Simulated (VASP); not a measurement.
Write the native input for VASP 6.6.1 that does the following.

| Quantity | Value |
| --- | --- |
| Task | single point |
| Functional | PBE |
| Potentials or basis | VASP PAW PBE potentials, release 64 (Li_sv, Nb_sv, O) |
| Cutoff | 520 eV |
| k mesh | 6 × 6 × 6 |
| Occupations | gaussian, width 0.05 eV |
| Spin | no spin polarisation |
| Dipole correction | no |
| Further INCAR settings | ALGO = Normal; EDIFF = 1e-06; NBANDS = 45 |

The structure of LiNbO3 lies in POSCAR:

```
LiNbO3
1.0
    2.7943500000      1.6133187248      4.8284000000
   -2.7943500000      1.6133187248      4.8284000000
    0.0000000000     -3.2266374493      4.8284000000
Li Nb O
2 2 6
Direct
    0.2500000000      0.2500000000      0.2500000000
    0.7500000000      0.7500000000      0.7500000000
    0.0000000000      0.0000000000      0.0000000000
    0.5000000000      0.5000000000      0.5000000000
    0.1303353734      0.3696646266      0.7500000000
    0.7500000000      0.1303353734      0.3696646266
    0.3696646266      0.7500000000      0.1303353734
    0.8696646266      0.6303353734      0.2500000000
    0.2500000000      0.8696646266      0.6303353734
    0.6303353734      0.2500000000      0.8696646266
```

One way to write it, as run:

INCAR

```
  PREC = Accurate
  ENCUT = 520
  EDIFF = 1E-6
  ISMEAR = 0
  SIGMA = 0.05
  LREAL = F
  LASPH = T
  NELM = 60
  ALGO = Normal
  ISIF = 2
  LWAVE = F
  LCHARG = T
  GGA = PE
  LELF = T
  LVHAR = T
  NBANDS = 45
```

KPOINTS

```
regular mesh
0
Gamma
  6 6 6
```

Potentials or basis: VASP PAW PBE potentials, release 64 (Li_sv, Nb_sv, O).

Launch:

```console
$ cat potpaw_PBE.64/Li_sv/POTCAR potpaw_PBE.64/Nb_sv/POTCAR potpaw_PBE.64/O/POTCAR > POTCAR
$ mpirun -np 1 vasp_std > vasp.out
```

It gave:

```json
{
 "Largest force": "1.030 eV/Å",
 "Band gap on the k mesh": "1.90 eV (least direct gap 1.99 eV)"
}
```

Caveat: forces of over 1 eV/Å act on the atoms, so gaps and moduli don't describe the material at rest.

Run time: 2.4 min on 1 thread of Intel(R) Xeon(R) 6975P-C (Granite Rapids), on a shared host, peak memory 0.38 GiB.
